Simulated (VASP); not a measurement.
# Li2H (P-6m2) in VASP: a series of runs, part 2 of 2

VASP 6.6.1.

## 3. Relaxation of cell and atoms, PBE

Input file INCAR:

```
SYSTEM = Li2H
PREC = Accurate
ENCUT = 600
EDIFF = 1E-6
ISMEAR = 0
SIGMA = 0.1
LREAL = .FALSE.
LASPH = .TRUE.
NELM = 100
ALGO = Normal
ISIF = 3
LWAVE = .FALSE.
LCHARG = .FALSE.
GGA = PE
IBRION = 2
NSW = 100
EDIFFG = -0.01
```

Input file KPOINTS:

```
regular mesh
0
G
  18 18 10
  0 0 0
```

Input file POSCAR:

```
Li2H
1.0
    2.7938444363      0.0000000000      0.0000000000
   -1.3969222182      2.4195402561      0.0000000000
    0.0000000000      0.0000000000      5.2273541437
Li H
2 1
Direct
    0.0000000000      0.0000000000      0.7609126537
    0.0000000000      0.0000000000      0.2390873463
    0.3333333333      0.6666666667      0.0000000000
```

Potentials or basis: VASP PAW PBE potentials, release 64 (Li_sv, H).

Started as:

```bash
$ cat potpaw_PBE.64/Li_sv/POTCAR potpaw_PBE.64/H/POTCAR > POTCAR
$ mpirun -np 1 vasp_std > vasp.out
```

OUTCAR:

```text
SYSTEM = Li2H
   PREC = Accurate
   ENCUT = 600
   EDIFF = 1E-6
   ISMEAR = 0
   LREAL = .FALSE.
   LASPH = .TRUE.
   NELM = 100
   ISIF = 3
   GGA = PE
   IBRION = 2
   NSW = 100
   EDIFFG = -0.01

 ion  position               nearest neighbor table
   1  0.000  0.000  0.761-   2 2.50
   2  0.000  0.000  0.239-   1 2.50
   3  0.333  0.667  0.000-

  LATTYP: Found a hexagonal cell.
 ALAT       =     2.7938444363
 C/A-ratio  =     1.8710254858

  Lattice vectors:

 A1 = (   2.7938444363,   0.0000000000,   0.0000000000)
 A2 = (  -1.3969222182,   2.4195402561,   0.0000000000)
 A3 = (   0.0000000000,   0.0000000000,   5.2273541437)

Analysis of symmetry for initial positions (statically):
=====================================================================
 Subroutine PRICEL returns:
 Original cell was already a primitive cell.

 Routine SETGRP: Setting up the symmetry group for a
 hexagonal supercell.

 Subroutine GETGRP returns: Found 12 space group operations
 (whereof 12 operations were pure point group operations)
 out of a pool of 24 trial point group operations.

The static configuration has the point symmetry D_3h.

Analysis of symmetry for dynamics (positions and initial velocities):
=====================================================================
 Subroutine PRICEL returns:
 Original cell was already a primitive cell.

 Routine SETGRP: Setting up the symmetry group for a
 hexagonal supercell.

 Subroutine GETGRP returns: Found 12 space group operations
 (whereof 12 operations were pure point group operations)
 out of a pool of 24 trial point group operations.

The dynamic configuration has the point symmetry D_3h.

 Subroutine INISYM returns: Found 12 space group operations
[... 127 lines left out ...]
   IVDW    =     0    specifies the selected vdW correction
   LEPSILON=     F    determine dielectric tensor
   LRPA    =     F    only Hartree local field effects (RPA)
 conjugate gradient relaxation of ions
 non-spin polarized calculation
 Gauss-broadening in eV      SIGMA  =   0.10
  energy-cutoff  :      600.00
  volume of cell :       35.34
 maximum number of plane-waves:      1208
 NGX is ok and might be reduce to    24

--------------------------------------- Ionic step        1  -------------------------------------------

 number of electron       7.0000010 magnetization

 Free energy of the ion-electron system (eV)
  ---------------------------------------------------
  ext. energy  EPLUGINS =         0.00000000
  ---------------------------------------------------
  free energy    TOTEN  =        -7.73956469 eV

  energy without entropy =       -7.73731103  energy(sigma->0) =       -7.73843786

------------------------ aborting loop because EDIFF is reached ----------------------------------------

  FORCE on cell =-STRESS in cart. coord.  units (eV):
  Direction    XX          YY          ZZ          XY          YZ          ZX
  --------------------------------------------------------------------------------------
  -------------------------------------------------------------------------------------
  Total        0.0041425      0.0041425     -0.1167696     -0.0000000     -0.0000000      0.0000000
  in kB        0.1878254      0.1878254     -5.2944804     -0.0000000     -0.0000000      0.0000000
  external PRESSURE =      -1.6396099 kB  Pullay stress =       0.0000000 kB
[... 98 lines left out ...]
--------------------------------------- Ionic step        4  -------------------------------------------

 number of electron       7.0000008 magnetization

 Free energy of the ion-electron system (eV)
  ---------------------------------------------------
  ext. energy  EPLUGINS =         0.00000000
  ---------------------------------------------------
  free energy    TOTEN  =        -7.73991612 eV

  energy without entropy =       -7.73768250  energy(sigma->0) =       -7.73879931

 E-fermi :   1.9289     XC(G=0):  -7.8174

 val. band max:        1.9256462870   @ k =   0.3889  -0.0000   0.3000
 cond. band min:       1.9498056602   @ k =   0.2222   0.2222   0.3000
 fundamental gap:      0.0241593732
 Fermi energy:         1.9289088765

 k-point     1 :       0.0000    0.0000    0.0000
  band No.  band energies     occupation
      1     -45.1281      2.00000
      2     -45.0881      2.00000
      3      -5.3889      2.00000
      4      -0.3845      2.00000
      5       3.4943      0.00000
      6      13.7867      0.00000
      7      14.2105      0.00000
[... 221 lines left out ...]
 k-point    24 :       0.3889    0.1111    0.0000
  band No.  band energies     occupation
      1     -45.0927      2.00000
      2     -45.0566      2.00000
      3      -2.4707      2.00000
      4       3.0273      0.00000
      5       5.0610      0.00000
      6       5.2111      0.00000
      7       7.3642      0.00000

 [... further k-points ...]

------------------------ aborting loop because EDIFF is reached ----------------------------------------

  FORCE on cell =-STRESS in cart. coord.  units (eV):
  Direction    XX          YY          ZZ          XY          YZ          ZX
  --------------------------------------------------------------------------------------
  -------------------------------------------------------------------------------------
  Total       -0.0137094     -0.0137094     -0.0004942      0.0000000      0.0000000      0.0000000
  in kB       -0.6252883     -0.6252883     -0.0225386      0.0000000      0.0000000      0.0000000
  external PRESSURE =      -0.4243717 kB  Pullay stress =       0.0000000 kB
[... 18 lines left out ...]
  FREE ENERGIE OF THE ION-ELECTRON SYSTEM (eV)
  ---------------------------------------------------
  free  energy   TOTEN  =        -7.7399161214 eV

  energy  without entropy=       -7.7376824985  energy(sigma->0) =       -7.73879931

 reached required accuracy - stopping structural energy minimisation
```

CONTCAR:

```text
Li2H
   1.00000000000000
     2.7931284801511200    0.0000000000000148    0.0000000000000000
    -1.3965642401255343    2.4189202198870339    0.0000000000000000
    -0.0000000000000000   -0.0000000000000000    5.1992123542885738
  Li              H
     2     1
Direct
     0.0000000000000000    1.0000000000000000    0.7605173221653063
     0.0000000000000000    0.0000000000000000    0.2394826778346937
     0.3333333332999970    0.6666666667000030    1.0000000000000000

  0.00000000E+00  0.00000000E+00  0.00000000E+00
  0.00000000E+00  0.00000000E+00  0.00000000E+00
  0.00000000E+00  0.00000000E+00  0.00000000E+00
```

Wall time 82 s (1 thread of Intel Xeon Platinum 8259CL at 2.50GHz (Skylake/Cascade Lake), shared host); peak memory 0.2 GiB.

Results:

```
Free energy                            : -7.7399 eV
Relaxed volume                         : 11.71 Å³/atom
Relaxed cell                           : a = 2.793 Å, b = 2.793 Å, c = 5.199 Å, α = 90.00°, β = 90.00°, γ = 120.00°
Space group after relaxing (to 0.05 Å) : P-6m2 (No. 187)
Energy gained by relaxing              : 0.1 meV/atom
Ionic steps                            : 4
Pressure after relaxing                : 0.0 GPa
Largest force after relaxing           : 0.007 eV/Å
```

Forces in eV/Å, atoms in the order of the input:
```
Li   0.000  0.000 -0.007
Li   0.000  0.000  0.007
H    0.000  0.000  0.000
```

The path:
| step | energy change (eV) | largest force (eV/Å) | pressure (GPa) | volume (Å³) |
| --- | --- | --- | --- | --- |
| 1 | 0.0000 | 0.0092 | -0.16 | 35.34 |
| 2 | -0.0002 | 0.0102 | -0.12 | 35.27 |
| 3 | -0.0003 | 0.0120 | -0.06 | 35.17 |
| 4 | -0.0004 | 0.0065 | -0.04 | 35.13 |

Final structure:
```
Li H
1.0
     2.79313    0.00000    0.00000
    -1.39656    2.41892    0.00000
     0.00000    0.00000    5.19921
Li H
2 1
Cartesian
  -1.3966 2.4189 3.9541
  0.0000 0.0000 1.2451
  0.0000 1.6126 5.1992
```

Levels at points of the mesh, in eV from the Fermi level:
```
           k point  band 1  band 2  band 3  band 4  band 5  band 6  band 7
(0.00, 0.00, 0.00)  -47.06  -47.02   -7.32   -2.31    1.57   11.86   12.28
(0.50, 0.00, 0.00)  -47.02  -46.99   -4.37    0.91    3.16    3.62    4.36
(0.00, 0.00, 0.50)  -47.05  -47.03   -7.21   -3.11    5.14    5.78   12.48
(0.50, 0.00, 0.50)  -47.01  -47.00   -4.21    0.66    1.53    3.45    8.36
```

Caveat: the cutoff is under 1.25 times the usual one of these potentials, so pressure, stress and relaxed cells hold a basis-set (Pulay) error.

## 4. Single point, PBE

This run uses another cell than the first one: it holds 6 atoms, not 3.

Input file INCAR:

```
  PREC = Accurate
  ENCUT = 520
  EDIFF = 1E-6
  ISMEAR = 0
  SIGMA = 0.2
  LREAL = F
  LASPH = T
  NELM = 100
  ALGO = Normal
  ISIF = 2
  LWAVE = F
  LCHARG = F
  GGA = PE
  NBANDS = 16
```

Input file KPOINTS:

```
Automatic mesh
0
Gamma
  8 4 4
```

Input file POSCAR:

```
Li2H
1.0
    2.7979305421      0.0000000000      0.0000000000
   -0.0000000001      4.8461578550      0.0000000000
    0.0000000000      0.0000000000      5.2104406837
Li H
4 2
Direct
    0.5000000000      0.5000000000      0.7603724450
    0.0000000000      0.0000000000      0.7603724450
    0.5000000000      0.5000000000      0.2396275550
    0.0000000000      0.0000000000      0.2396275550
    0.0000000000      0.3333333333      0.0000000000
    0.5000000000      0.8333333333      0.0000000000
```

Started as:

```bash
$ cat potpaw_PBE.64/Li_sv/POTCAR potpaw_PBE.64/H/POTCAR > POTCAR
$ mpirun -np 1 vasp_std > vasp.out
```

Wall time 32 s (1 thread of Intel Xeon Platinum 8259CL at 2.50GHz (Skylake/Cascade Lake), shared host); peak memory 0.18 GiB.

Results (log left out):

```yaml
Free_energy: -15.4871 eV
Band_gap_on_the_k_mesh: zero (band 7 reaches 3.23 eV, above the bottom of band 8 at 0.00 eV)
```

Forces on the atoms (eV/Å):
```
Li   0.000  0.001  0.002
Li   0.000  0.001  0.002
Li   0.000  0.001 -0.002
Li   0.000  0.001 -0.002
H    0.000 -0.002  0.000
H    0.000 -0.002  0.000
```

Levels at points of the mesh, in eV from the Fermi level:
```tsv
k point	band 4	band 5	band 6	band 7	band 8	band 9	band 10	band 11
(0.00, 0.00, 0.00)	-47.02	-7.32	-4.38	-2.33	0.89	1.53	3.12	3.58
(0.50, 0.00, 0.00)	-47.02	-4.44	-4.44	1.30	1.30	3.04	3.04	3.44
(0.00, 0.50, 0.00)	-47.03	-6.24	-6.24	-0.93	-0.93	2.10	2.10	6.05
(0.50, 0.50, 0.00)	-47.02	-4.38	-4.38	0.89	0.89	3.12	3.12	3.58
(0.00, 0.00, 0.50)	-47.03	-7.21	-4.21	-3.13	0.63	1.51	3.40	5.09
(0.50, 0.00, 0.50)	-47.03	-4.30	-4.30	0.39	0.39	2.78	2.78	5.24
(0.00, 0.50, 0.50)	-47.04	-6.11	-6.11	-1.93	-1.93	5.09	5.09	6.11
(0.50, 0.50, 0.50)	-47.03	-4.21	-4.21	0.63	0.63	1.51	1.51	3.40
```

Caveat: the cutoff is under 1.25 times the usual one of these potentials, so pressure, stress and relaxed cells hold a basis-set (Pulay) error.

## 5. The runs side by side

```csv
task,cell,k mesh,cutoff (eV),smearing,gap on the mesh (eV)
single point,"a = 2.798, b = 2.798, c = 5.210 Å, angles 90.0, 90.0, 120.0°, 3 atoms",18 × 18 × 10,520,gaussian 0.1 eV,none
relaxation of cell and atoms,"relaxed from a = 2.794, b = 2.794, c = 5.227 Å, angles 90.0, 90.0, 120.0°, 3 atoms",18 × 18 × 10,600,gaussian 0.1 eV,none
single point,"a = 2.798, b = 4.846, c = 5.210 Å, 6 atoms",8 × 4 × 4,520,gaussian 0.2 eV,none
```

Alike in all rows: level PBE; potentials or basis VASP PAW PBE potentials, release 64 (Li_sv, H); no spin polarisation.

Caveats: the cutoff is under 1.25 times the usual one of these potentials, so pressure, stress and relaxed cells hold a basis-set (Pulay) error.

Total energies depend on the potentials used, so only differences within one code and one set of settings carry meaning.
